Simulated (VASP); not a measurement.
A run of VASP 6.6.1 is set up as follows.

INCAR

```
PREC = Accurate
ENCUT = 520
EDIFF = 1E-7
ISMEAR = 1
SIGMA = 0.1
LREAL = False
LASPH = True
NELM = 60
ALGO = Normal
ISIF = 2
LWAVE = False
LCHARG = False
GGA = PS
NBANDS = 15
```

Contents of KPOINTS:

```
regular mesh
0
Gamma
  11 11 8
```

Contents of POSCAR:

```
HfB2
1.0
    3.2116206424      0.0000000000      0.0000000000
   -1.6058103212      2.7813450658      0.0000000000
    0.0000000000      0.0000000000      3.5593757438
Hf B
1 2
Direct
    0.0000000000      0.0000000000      0.0000000000
    0.3333333333      0.6666666667      0.5000000000
    0.6666666667      0.3333333333      0.5000000000
```

Potentials or basis: VASP PAW PBE potentials, release 64 (Hf_pv, B).

The run is started by

```console
$ cat potpaw_PBE.64/Hf_pv/POTCAR potpaw_PBE.64/B/POTCAR > POTCAR
$ mpirun -np 1 vasp_std > vasp.out
```

(1) What does it give for the band gap on the k mesh?

(2) Estimate the pressure.

Answers

(1) zero (band 8 reaches 7.55 eV, above the bottom of band 9 at 6.55 eV).

(2) -19.2 GPa.

Caveat: the PAW data sets were made with another functional, which shifts forces and pressure a little; spin-orbit coupling is left out, which moves the levels of the heavy elements.
